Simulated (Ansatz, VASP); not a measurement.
# One calculation of TiSi2, two programs

```xyz
6
Lattice="1.7738 -6.7803 0.0000 1.7738 6.7803 0.0000 0.0000 0.0000 3.4003" Properties=species:S:1:pos:R:3 pbc="T T T"
Ti    1.7738   -5.3811    2.5502
Ti    1.7738    5.3811    0.8501
Si    1.7738   -0.8021    2.5502
Si    1.7738    0.8021    0.8501
Si    1.7738    3.3925    2.5502
Si    1.7738   -3.3925    0.8501
```

Change from the starting cell: strain +0.000 along x and y, -0.050 along z, atoms carried along.

Alike in both runs: task single point; functional PBE; k mesh 14 × 14 × 14; occupations gaussian, width 0.15 eV; no spin polarisation.

|  | VASP | Ansatz |
| --- | --- | --- |
| version | VASP 6.6.1 | Ansatz 0.2.0 |
| potentials or method | VASP PAW PBE potentials, release 64 (Ti_sv, Si), cutoff 520 eV | scalar-relativistic, plane waves, PAW |
| valence electrons in the cell | 40 | 40 |

|  | VASP | Ansatz | Ansatz less VASP |
| --- | --- | --- | --- |
| gap on the k mesh at the Fermi level (eV) | none | none | - |
| pressure (GPa) | 9.2 | 9.3 | +0.05 |
| traceless stress, the component that is largest in VASP (GPa) | 8.58 | 8.59 | +0.008 |
| rms of the force components (eV/Å) | 0.096 | 0.100 | +0.0039 |

Atom by atom the forces differ by 0.004 eV/Å (rms over components). A gap of «none» marks a metal or a gap that the smearing closes.
